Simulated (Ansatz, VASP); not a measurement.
**One calculation of AlCo, two programs**

File INCAR:

```
SYSTEM = AlCo
PREC = Accurate
ENCUT = 520
EDIFF = 1E-6
ISMEAR = 0
SIGMA = 0.1
LREAL = .False.
LASPH = .True.
NELM = 60
ALGO = Normal
ISIF = 2
LWAVE = .False.
LCHARG = .False.
GGA = PE
NBANDS = 13
```

KPOINTS

```
Automatic mesh
0
Gamma
  14 14 14
  0 0 0
```

Contents of POSCAR:

```
AlCo
1.0
    2.8801408973      0.0000000000      0.0000000000
    0.0000000000      2.8801408973      0.0000000000
    0.0000000000      0.0000000000      2.8801408973
Al Co
1 1
Direct
    0.0000000000      0.0000000000      0.0000000000
    0.5000000000      0.5000000000      0.5000000000
```

Input for Ansatz:

```yaml
crystal:
  lattice:
    - [2.8801408973, 0.0, 0.0]
    - [0.0, 2.8801408973, 0.0]
    - [0.0, 0.0, 2.8801408973]
  atoms:
    - { symbol: Al, position: [0.0, 0.0, 0.0] }
    - { symbol: Co, position: [0.5, 0.5, 0.5] }
basis:
  ecutwfc: 420
kpoints:
  mp_grid: { grid: [14, 14, 14] }
hamiltonian:
  xc: pbe
scf:
  occupations: { method: gaussian, width: 0.1 }
output:
  forces: true
  stress: true
  eigenvalues: true
```

Alike in both runs: task single point; functional PBE; k mesh 14 × 14 × 14; occupations gaussian, width 0.1 eV; no spin polarisation.

```csv
,VASP,Ansatz
version,VASP 6.6.1,Ansatz 0.2.0
potentials or method,"VASP PAW PBE potentials, release 64 (Al, Co), cutoff 520 eV","scalar-relativistic, plane waves, PAW"
valence electrons in the cell,12,20
```

```tsv
	VASP	Ansatz	Ansatz less VASP
gap on the k mesh at the Fermi level (eV)	none	none	-
pressure (GPa)	-5.0	-5.0	0.00
```

A gap of «none» marks a metal or a gap that the smearing closes. VASP's potentials hold 12 valence electrons a cell and Ansatz's 20, so a difference there can come from the potentials and not from the codes.
